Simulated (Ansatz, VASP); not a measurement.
Two plane-wave programs on MnB6

```xyz
7
Lattice="2.9550 -2.4434 0.0000 2.9550 2.4434 0.0000 -0.0341 0.0000 3.6021" Properties=species:S:1:pos:R:3 pbc="T T T"
Mn    0.0000    0.0000    0.0000
B     1.5710   -0.9392    2.7127
B     4.3049   -0.9392    0.8894
B     4.3049    0.9392    0.8894
B     1.5710    0.9392    2.7127
B     2.9380    1.3977    1.8010
B     2.9380   -1.3977    1.8010
```

Change from the starting cell: the structure that the rattled cell fell into.

Alike in both runs: task relaxation of cell and atoms; functional PBE; k mesh 8 × 8 × 8; occupations gaussian, width 0.1 eV; no spin polarisation.

```csv
,VASP,Ansatz
version,VASP 6.6.1,Ansatz 0.2.0
potentials or method,"VASP PAW PBE potentials, release 64 (Mn_pv, B), cutoff 600 eV","scalar-relativistic, plane waves, PAW"
valence electrons in the cell,31,33
```

|  | VASP | Ansatz | Ansatz less VASP |
| --- | --- | --- | --- |
| gap on the k mesh at the Fermi level, each at its own relaxed structure (eV) | none | none | - |
| relaxed volume (Å³/atom) | 7.43 | 7.43 | 0.000 |
| relaxed length of the cell vector where the two differ most in proportion (Å) | 3.604 | 3.604 | +0.0001 |

A gap of «none» marks a metal or a gap that the smearing closes. VASP's potentials hold 31 valence electrons a cell and Ansatz's 33, so a difference there can come from the potentials and not from the codes.
